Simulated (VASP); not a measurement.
# Cu (Fm-3m) in VASP: a series of runs

Runs on Cu. Level: PBEsol. Tasks: single point, relaxation of cell and atoms.

Program: VASP 6.6.1. These are calculated values, not measurements. Logs are shortened: lines on timing, memory, paths and dates and some standing lists are left out, and cuts for length are marked.

### Step 1. The cell of the first run

It takes space group Fm-3m (No. 225, cubic). Conventional cell: a = 3.564 Å, b = 3.564 Å, c = 3.564 Å, α = 90.00°, β = 90.00°, γ = 90.00°. Within 3.3 Å of Cu (site symmetry m-3m) lie 12 Cu at 2.52 Å.

### Step 2. Single point, PBEsol

File INCAR:

```
SYSTEM = Cu
PREC     = Accurate       ! precision mode
ENCUT    = 520            ! plane-wave cutoff, eV
EDIFF    = 1E-6           ! SCF threshold, eV
ISMEAR   = -1             ! smearing method
SIGMA    = 0.05           ! smearing width, eV
LREAL    = .FALSE.        ! projectors in reciprocal space
LASPH    = .TRUE.         ! aspherical terms in the spheres
NELM     = 60             ! most SCF steps
ALGO     = Normal         ! electronic algorithm
ISIF     = 2              ! what is computed and relaxed
LWAVE    = .FALSE.        ! write WAVECAR
LCHARG   = .TRUE.         ! write CHGCAR
GGA      = PS             ! functional
LELF     = .TRUE.         ! ELF
LVHAR    = .TRUE.       
NBANDS   = 12             ! bands
```

File KPOINTS:

```
Automatic mesh
0
G
  22 22 22
  0 0 0
```

File POSCAR:

```
Cu
1.0
    0.0000000000      1.7817708407      1.7817708407
    1.7817708407      0.0000000000      1.7817708407
    1.7817708407      1.7817708407      0.0000000000
Cu
1
Direct
    0.0000000000      0.0000000000      0.0000000000
```

Potentials or basis: VASP PAW PBE potentials, release 64 (Cu).

On the command line:

```
cat potpaw_PBE.64/Cu/POTCAR > POTCAR
mpirun -np 1 vasp_std > vasp.out
```

OUTCAR:

```text
SYSTEM = Cu
   PREC = Accurate
   ENCUT = 520
   EDIFF = 1E-6
   ISMEAR = -1
   LREAL = .FALSE.
   LASPH = .TRUE.
   NELM = 60
   ISIF = 2
   GGA = PS

 ion  position               nearest neighbor table
   1  0.000  0.000  0.000-

  LATTYP: Found a face centered cubic cell.
 ALAT       =     3.5635416814

  Lattice vectors:

 A1 = (   0.0000000000,   1.7817708407,   1.7817708407)
 A2 = (   1.7817708407,   0.0000000000,   1.7817708407)
 A3 = (   1.7817708407,   1.7817708407,   0.0000000000)

Analysis of symmetry for initial positions (statically):
=====================================================================
 Subroutine PRICEL returns:
 Original cell was already a primitive cell.

 Routine SETGRP: Setting up the symmetry group for a
 face centered cubic supercell.

 Subroutine GETGRP returns: Found 48 space group operations
 (whereof 48 operations were pure point group operations)
 out of a pool of 48 trial point group operations.

The static configuration has the point symmetry O_h .

Analysis of symmetry for dynamics (positions and initial velocities):
=====================================================================
 Subroutine PRICEL returns:
 Original cell was already a primitive cell.

 Routine SETGRP: Setting up the symmetry group for a
 face centered cubic supercell.

 Subroutine GETGRP returns: Found 48 space group operations
 (whereof 48 operations were pure point group operations)
 out of a pool of 48 trial point group operations.

The dynamic configuration has the point symmetry O_h .

 Subroutine INISYM returns: Found 48 space group operations
 (whereof 48 operations are pure point group operations),
 and found     1 'primitive' translations

----------------------------------------------------------------------------------------

                                     Primitive cell

  volume of cell :      11.3132

  direct lattice vectors                    reciprocal lattice vectors
     0.000000000  1.781770841  1.781770841    -0.280619701  0.280619701  0.280619701
     1.781770841  0.000000000  1.781770841     0.280619701 -0.280619701  0.280619701
     1.781770841  1.781770841  0.000000000     0.280619701  0.280619701 -0.280619701

  length of vectors
     2.519804488  2.519804488  2.519804488     0.486047579  0.486047579  0.486047579

  position of ions in fractional coordinates (direct lattice)
     0.000000000  0.000000000  0.000000000
[... 81 lines left out ...]
   NFREE  =      0    steps in history (QN), initial steepest desc. (CG)
   ISIF   =      2    stress and relaxation
   ISYM   =      2    0-nonsym 1-usesym 2-fastsym
   POTIM  = 0.5000    time-step for ionic-motion
   TEBEG  =    0.0;   TEEND  =   0.0 temperature during run
   PSTRESS=    0.0 pullay stress
   NELECT =      11.0000    total number of electrons
   NUPDOWN=      -1.0000    fix difference up-down
   EMIN   =  10.00;   EMAX   =-10.00  energy-range for DOS
   EFERMI =   0.00;   METHOD = LEGACY
   ISMEAR =    -1;   SIGMA  =   0.05  broadening in eV -4-tet -1-fermi 0-gaus
   EFERMI_NEDOS =   21; number of points for ismear=-14 and -15
   IALGO  =     38    algorithm
   IMIX   =      4    mixing-type and parameters
     AMIX     =   0.40;   BMIX     =  1.00
     AMIX_MAG =   1.60;   BMIX_MAG =  1.00
  volume/ion in A,a.u.               =      11.31        76.35
  Fermi-wavevector in a.u.,A,eV,Ry     =   1.621849  3.064851 35.788707  2.630396
  Thomas-Fermi vector in A             =   2.715559
   LORBIT       =      0    0 simple, 1 ext, 2 COOP (PROOUT), +10 PAW based schemes
   GGA     = PS    functional components
   LHFCALC =     F    Hartree Fock is set to
   AEXX    =    0.0000 exact exchange contribution
   IVDW    =     0    specifies the selected vdW correction
   LEPSILON=     F    determine dielectric tensor
   LRPA    =     F    only Hartree local field effects (RPA)
 non-spin polarized calculation
  energy-cutoff  :      520.00
  volume of cell :       11.31
 maximum number of plane-waves:       318
   NGX =  9   NGY =  9   NGZ =  9

 number of electron      11.0000013 magnetization

 Free energy of the ion-electron system (eV)
  ---------------------------------------------------
  ext. energy  EPLUGINS =         0.00000000
  ---------------------------------------------------
  free energy    TOTEN  =        -4.31061912 eV

  energy without entropy =       -4.30862288  energy(sigma->0) =       -4.30962100

 E-fermi :   7.9364     XC(G=0): -13.1607

 val. band max:        7.9002528105   @ k =   0.4545   0.2727   0.0000
 cond. band min:       7.9365960413   @ k =   0.5000   0.3182   0.1364
 fundamental gap:      0.0363432308
 Fermi energy:         7.9363647612

 k-point     1 :       0.0000    0.0000    0.0000
  band No.  band energies     occupation
      1      -1.7787      2.00000
      2       4.7827      2.00000
      3       4.7827      2.00000
      4       4.7827      2.00000
      5       5.6721      2.00000
      6       5.6721      2.00000
      7      30.8701      0.00000
      8      33.8209      0.00000
      9      33.8209      0.00000
     10      33.8209      0.00000
     11      36.3396      0.00000
     12      36.3396      0.00000
[... 331 lines left out ...]
 k-point    24 :      -0.4545    0.0455    0.0000
  band No.  band energies     occupation
      1       2.6278      2.00000
      2       4.7278      2.00000
      3       4.7766      2.00000
      4       5.9014      2.00000
      5       6.2470      2.00000
      6       7.0549      2.00000
      7      12.1802      0.00000
      8      28.5845      0.00000
      9      30.0162      0.00000
     10      30.3956      0.00000
     11      34.0219      0.00000
     12      34.7808      0.00000

 [... further k-points ...]

------------------------ aborting loop because EDIFF is reached ----------------------------------------

  FORCE on cell =-STRESS in cart. coord.  units (eV):
  Direction    XX          YY          ZZ          XY          YZ          ZX
  --------------------------------------------------------------------------------------
  -------------------------------------------------------------------------------------
  Total        0.0526418      0.0526418      0.0526418     -0.0000000     -0.0000000     -0.0000000
  in kB        7.4551376      7.4551376      7.4551376     -0.0000000     -0.0000000     -0.0000000
  external PRESSURE =       7.4551376 kB  Pullay stress =       0.0000000 kB

 VOLUME and BASIS-vectors are now :
 -----------------------------------------------------------------------------
  energy-cutoff  :      520.00
  volume of cell :       11.31
      direct lattice vectors                 reciprocal lattice vectors
     0.000000000  1.781770841  1.781770841    -0.280619701  0.280619701  0.280619701
     1.781770841  0.000000000  1.781770841     0.280619701 -0.280619701  0.280619701
     1.781770841  1.781770841  0.000000000     0.280619701  0.280619701 -0.280619701

 POSITION                                       TOTAL-FORCE (eV/Angst)
 -----------------------------------------------------------------------------------
      0.00000      0.00000      0.00000         0.000000      0.000000      0.000000
 -----------------------------------------------------------------------------------
    total drift:                               -0.000000     -0.000000     -0.000000

  FREE ENERGIE OF THE ION-ELECTRON SYSTEM (eV)
  ---------------------------------------------------
  free  energy   TOTEN  =        -4.3106191158 eV

  energy  without entropy=       -4.3086228849  energy(sigma->0) =       -4.30962100
```

Wall time 28 s (1 thread of AMD EPYC 7R13 (Zen 3), shared host); peak memory 0.13 GiB.

What came out:

```
Free energy            : -4.3106 eV
Pressure               : 0.7 GPa
Band gap on the k mesh : zero (an odd number of electrons rules out a gap without spin polarisation)
```

Caveat: the PAW data sets were made with another functional, which shifts forces and pressure a little.

### Step 3. Relaxation of cell and atoms, PBEsol

This run uses another cell than the first one, of 11.81 Å³/atom.

File INCAR:

```
SYSTEM = Cu
PREC = Accurate
ENCUT = 600
EDIFF = 1E-7
ISMEAR = -1
SIGMA = 0.05
LREAL = .FALSE.
LASPH = .TRUE.
NELM = 60
ALGO = Normal
ISIF = 3
LWAVE = .FALSE.
LCHARG = .FALSE.
GGA = PS
IBRION = 2
NSW = 80
EDIFFG = -0.02
```

File KPOINTS:

```
regular mesh
0
G
  22 22 22
  0 0 0
```

File POSCAR:

```
Cu
1.0
    0.0000000000      1.8075000000      1.8075000000
    1.8075000000      0.0000000000      1.8075000000
    1.8075000000      1.8075000000      0.0000000000
Cu
1
Direct
    0.0000000000      0.0000000000      0.0000000000
```

Potentials or basis: VASP PAW PBE potentials, release 64 (Cu).

On the command line:

```
cat potpaw_PBE.64/Cu/POTCAR > POTCAR
mpirun -np 1 vasp_std > vasp.out
```

OUTCAR:

```text
SYSTEM = Cu
   PREC = Accurate
   ENCUT = 600
   EDIFF = 1E-7
   ISMEAR = -1
   LREAL = .FALSE.
   LASPH = .TRUE.
   NELM = 60
   ISIF = 3
   GGA = PS
   IBRION = 2
   NSW = 80
   EDIFFG = -0.02

 ion  position               nearest neighbor table
   1  0.000  0.000  0.000-

  LATTYP: Found a face centered cubic cell.
 ALAT       =     3.6150000000

  Lattice vectors:

 A1 = (   0.0000000000,   1.8075000000,   1.8075000000)
 A2 = (   1.8075000000,   0.0000000000,   1.8075000000)
 A3 = (   1.8075000000,   1.8075000000,   0.0000000000)

Analysis of symmetry for initial positions (statically):
=====================================================================
 Subroutine PRICEL returns:
 Original cell was already a primitive cell.

 Routine SETGRP: Setting up the symmetry group for a
 face centered cubic supercell.

 Subroutine GETGRP returns: Found 48 space group operations
 (whereof 48 operations were pure point group operations)
 out of a pool of 48 trial point group operations.

The static configuration has the point symmetry O_h .

Analysis of symmetry for dynamics (positions and initial velocities):
=====================================================================
 Subroutine PRICEL returns:
 Original cell was already a primitive cell.

 Routine SETGRP: Setting up the symmetry group for a
 face centered cubic supercell.

 Subroutine GETGRP returns: Found 48 space group operations
 (whereof 48 operations were pure point group operations)
 out of a pool of 48 trial point group operations.

The dynamic configuration has the point symmetry O_h .

 Subroutine INISYM returns: Found 48 space group operations
 (whereof 48 operations are pure point group operations),
 and found     1 'primitive' translations

----------------------------------------------------------------------------------------

                                     Primitive cell

  volume of cell :      11.8104

[... 122 lines left out ...]
   NGX = 11   NGY = 11   NGZ = 11

--------------------------------------- Ionic step        1  -------------------------------------------

 number of electron      11.0000001 magnetization

 Free energy of the ion-electron system (eV)
  ---------------------------------------------------
  ext. energy  EPLUGINS =         0.00000000
  ---------------------------------------------------
  free energy    TOTEN  =        -4.30270951 eV

  energy without entropy =       -4.30065038  energy(sigma->0) =       -4.30167995

------------------------ aborting loop because EDIFF is reached ----------------------------------------

  FORCE on cell =-STRESS in cart. coord.  units (eV):
  Direction    XX          YY          ZZ          XY          YZ          ZX
  --------------------------------------------------------------------------------------
  -------------------------------------------------------------------------------------
  Total       -0.4223291     -0.4223291     -0.4223291      0.0000000     -0.0000000     -0.0000000
  in kB      -57.2923570    -57.2923570    -57.2923570      0.0000000     -0.0000000     -0.0000000
  external PRESSURE =     -57.2923570 kB  Pullay stress =       0.0000000 kB
[... 57 lines left out ...]
--------------------------------------- Ionic step        3  -------------------------------------------

 number of electron      11.0000013 magnetization

 Free energy of the ion-electron system (eV)
  ---------------------------------------------------
  ext. energy  EPLUGINS =         0.00000000
  ---------------------------------------------------
  free energy    TOTEN  =        -4.31102208 eV

  energy without entropy =       -4.30902096  energy(sigma->0) =       -4.31002152

 E-fermi :   7.8765     XC(G=0): -13.1337

 val. band max:        7.8753363185   @ k =   0.5000   0.3182   0.1364
 cond. band min:       7.9353513654   @ k =   0.4545   0.3182   0.0000
 fundamental gap:      0.0600150469
 Fermi energy:         7.8764919309

 k-point     1 :       0.0000    0.0000    0.0000
  band No.  band energies     occupation
      1      -1.8016      2.00000
      2       4.7387      2.00000
      3       4.7387      2.00000
      4       4.7387      2.00000
      5       5.6218      2.00000
      6       5.6218      2.00000
      7      30.7751      0.00000
      8      33.6900      0.00000
      9      33.6900      0.00000
[... 265 lines left out ...]
 k-point    24 :      -0.4545    0.0455    0.0000
  band No.  band energies     occupation
      1       2.5957      2.00000
      2       4.6844      2.00000
      3       4.7329      2.00000
      4       5.8525      2.00000
      5       6.1928      2.00000
      6       7.0039      2.00000
      7      12.0978      0.00000
      8      28.4816      0.00000
      9      29.8980      0.00000

 [... further k-points ...]

------------------------ aborting loop because EDIFF is reached ----------------------------------------

  FORCE on cell =-STRESS in cart. coord.  units (eV):
  Direction    XX          YY          ZZ          XY          YZ          ZX
  --------------------------------------------------------------------------------------
  -------------------------------------------------------------------------------------
  Total        0.0001361      0.0001361      0.0001361     -0.0000000      0.0000000      0.0000000
  in kB        0.0191877      0.0191877      0.0191877     -0.0000000      0.0000000      0.0000000
  external PRESSURE =       0.0191877 kB  Pullay stress =       0.0000000 kB
[... 16 lines left out ...]
  FREE ENERGIE OF THE ION-ELECTRON SYSTEM (eV)
  ---------------------------------------------------
  free  energy   TOTEN  =        -4.3110220764 eV

  energy  without entropy=       -4.3090209589  energy(sigma->0) =       -4.31002152

 reached required accuracy - stopping structural energy minimisation
```

OSZICAR:

```text
N       E                     dE             d eps       ncg     rms          rms(c)
DAV:   1     0.386087129293E+02    0.38609E+02   -0.61795E+03  6025   0.228E+03
[... 24 lines left out ...]
DAV:   1    -0.443643438751E+01   -0.12865E+00   -0.25088E+00  6192   0.429E+01    0.288E+00
DAV:   2    -0.434808685062E+01    0.88348E-01   -0.17474E+00  6186   0.307E+01    0.106E+00
DAV:   3    -0.431464651590E+01    0.33440E-01   -0.26872E-01  6133   0.125E+01    0.428E-01
DAV:   4    -0.431103884542E+01    0.36077E-02   -0.66091E-03  8545   0.123E+00    0.425E-02
DAV:   5    -0.431102297090E+01    0.15875E-04   -0.15618E-04  6577   0.288E-01    0.134E-02
DAV:   6    -0.431102200615E+01    0.96475E-06   -0.57907E-06  8341   0.435E-02    0.633E-04
DAV:   7    -0.431102207643E+01   -0.70280E-07   -0.52861E-08  3801   0.496E-03
   3 F= -.43110221E+01 E0= -.43100215E+01  d E =-.831257E-02
```

Run time: 55 s. Hardware: 1 thread of AMD EPYC 7R13 (Zen 3), shared host; peak memory 0.14 GiB.

Results:

```yaml
Free_energy: -4.3110 eV
Relaxed_volume: 11.36 Å³/atom
Relaxed_cell: a = 2.524 Å, b = 2.524 Å, c = 2.524 Å, α = 60.00°, β = 60.00°, γ = 60.00°
Space_group_after_relaxing_to_0.1_Å: Fm-3m (No. 225)
Energy_gained_by_relaxing: 8.3 meV/atom
Ionic_steps: 3
Pressure_after_relaxing: 0.0 GPa
Band_gap_on_the_k_mesh: zero (an odd number of electrons rules out a gap without spin polarisation)
```

Step by step:
```
step  energy change (eV)  largest force (eV/Å)  pressure (GPa)  volume (Å³)
   1              0.0000                0.0000           -5.73        11.81
   2             -0.0051                0.0000            4.05        11.10
   3             -0.0083                0.0000            0.00        11.36
```

Final structure:
```xyz
1
Lattice="0.0000 1.7845 1.7845 1.7845 0.0000 1.7845 1.7845 1.7845 0.0000" Properties=species:S:1:pos:R:3 pbc="T T T"
Cu    0.0000    0.0000    0.0000
```

Levels at points of the mesh, in eV from the Fermi level:
```csv
k point,band 4,band 5,band 6,band 7,band 8,band 9
"(0.00, 0.00, 0.00)",-3.14,-2.25,-2.25,22.90,25.81,25.81
"(0.50, 0.00, 0.00)",-1.65,-1.65,-1.15,3.94,21.37,22.63
"(0.50, 0.50, 0.00)",-1.50,-1.50,1.44,7.38,13.34,13.34
```

Caveat: the PAW data sets were made with another functional, which shifts forces and pressure a little.
